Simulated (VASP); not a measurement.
Set up this calculation in VASP 6.6.1, as the native input.

* Task: single point
* Functional: PBE
* Potentials or basis: VASP PAW PBE potentials, release 64 (W_sv)
* Cutoff: 520 eV
* k mesh: 18 × 18 × 10
* Occupations: gaussian, width 0.05 eV
* Spin: no spin polarisation
* Dipole correction: no
* Further INCAR settings: ALGO = Normal; EDIFF = 1e-06; NBANDS = 21

The structure of W lies in POSCAR:

```
W
1.0
    2.7763887093      0.0000000000      0.0000000000
   -1.3881943546      2.4044231531      0.0000000000
    0.0000000000      0.0000000000      4.9509349317
W
2
Direct
    0.3333333333      0.6666666667      0.7500000000
    0.6666666667      0.3333333333      0.2500000000
```

This isn't the form of W at room conditions, which is bcc.

These files were run (other wordings do the same):

INCAR

```
SYSTEM = W
ALGO = Normal
EDIFF = 1E-6
ENCUT = 520
GGA = PE
ISIF = 2
ISMEAR = 0
LASPH = .TRUE.
LCHARG = .FALSE.
LREAL = .FALSE.
LWAVE = .FALSE.
NBANDS = 21
NELM = 60
PREC = Accurate
SIGMA = 0.05
```

KPOINTS

```
k-points
0
G
  18 18 10
  0 0 0
```

Potentials or basis: VASP PAW PBE potentials, release 64 (W_sv).

Command:

```bash
$ cat potpaw_PBE.64/W_sv/POTCAR > POTCAR
$ mpirun -np 1 vasp_std > vasp.out
```

Results of the run:

```json
{"Pressure": "0.4 GPa", "Band gap on the k mesh": "zero (bands 14 and 15 overlap by 1.66 eV)"}
```

Caveat: spin-orbit coupling is left out, which moves the levels of the heavy elements.

It took 110 s on 1 thread of Intel Xeon 8259CL, with other jobs on the host, peak memory 0.25 GiB.
